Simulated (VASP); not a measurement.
Wanted: the native input for a VASP 6.6.1 run.

```yaml
Task: relaxation of the atoms
Functional: PBE
Dispersion: D3(BJ)
Potentials_or_basis: VASP PAW PBE potentials, release 64 (Se, In_d)
Cutoff: 520 eV
k_mesh: 9 × 9 × 1
Occupations: gaussian, width 0.05 eV
Spin: no spin polarisation
Dipole_correction: yes
Further_INCAR_settings: ALGO = Normal; EDIFF = 1e-06; IBRION = 2; EDIFFG = -0.04; NSW = 60
```

The structure of InSe lies in POSCAR:

```
InSe
1.0
    4.0473293200      0.0000000000      0.0000000000
   -2.0236646600      3.5050900000      0.0000000000
    0.0000000000      0.0000000000     34.3336220492
Se In
4 4
Direct
    0.3333333300      0.6666666600      0.2912596867
    0.3333333300      0.6666666600      0.4458566814
    0.6666666700      0.3333333400      0.5541599311
    0.6666666700      0.3333333400      0.7087403133
    0.0000000000      0.0000000000      0.3278658294
    0.0000000000      0.0000000000      0.4092505292
    0.3333333300      0.6666666600      0.5907594439
    0.3333333300      0.6666666600      0.6721407911
```

The input as run:

INCAR

```
PREC = Accurate
ENCUT = 520
EDIFF = 1E-6
ISMEAR = 0
SIGMA = 0.05
LREAL = False
LASPH = True
NELM = 60
ALGO = Normal
ISIF = 2
LWAVE = False
LCHARG = False
LDIPOL = True
IDIPOL = 3
DIPOL = 0.5 0.5 0.500
GGA = PE
IVDW = 12
IBRION = 2
NSW = 60
EDIFFG = -0.04
KPAR = 4
```

KPOINTS

```
regular mesh
0
Gamma
  9 9 1
```

Potentials or basis: VASP PAW PBE potentials, release 64 (Se, In_d).

Run with:

```bash
$ cat potpaw_PBE.64/Se/POTCAR potpaw_PBE.64/In_d/POTCAR > POTCAR
$ mpirun -np 4 vasp_std > vasp.out
```

Results of the run:

- Energy gained by relaxing: 9.1 meV/atom
- Ionic steps: 19
- Largest force after relaxing: 0.034 eV/Å
- Band gap on the k mesh: 0.97 eV (least direct gap 1.04 eV)
- Dispersion energy per atom: -0.258 eV

Caveat: spin-orbit coupling is left out, which moves the levels of the heavy elements.

Run time: 20 min on 4 MPI ranks on Intel(R) Xeon(R) Platinum 8259CL CPU @ 2.50GHz (Skylake/Cascade Lake) (shared host), peak memory 0.71 GiB a rank.
